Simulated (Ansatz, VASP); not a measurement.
**MgO: VASP beside Ansatz**

```xyz
2
Lattice="0.0000 2.0796 2.0796 2.0796 0.0000 2.0796 2.0796 2.0796 0.0000" Properties=species:S:1:pos:R:3 pbc="T T T"
Mg    0.0000    0.0000    0.0000
O     2.0796    2.0796    2.0796
```

Change from the starting cell: unstrained.

Alike in both runs: task single point; functional LDA; k mesh 10 × 10 × 10; no spin polarisation.

|  | VASP | Ansatz |
| --- | --- | --- |
| version | VASP 6.6.1 | Ansatz 0.2.0 |
| potentials or method | VASP PAW LDA potentials, release 64 (Mg, O), cutoff 520 eV | all-electron LAPW, scalar-relativistic |
| occupations | gaussian, width 0.01 eV | fixed |

VASP gave:

```
gap on the k mesh at the Fermi level (eV) : 5.04
pressure (GPa)                            : -1.7
```

Which values does Ansatz return?

gap on the k mesh at the Fermi level (eV): 5.04; pressure (GPa): 0.3.

LDA's correlation is that of Perdew and Zunger in VASP and of Perdew and Wang (1992) in Ansatz. Ansatz ran all-electron here, and VASP with PAW potentials.
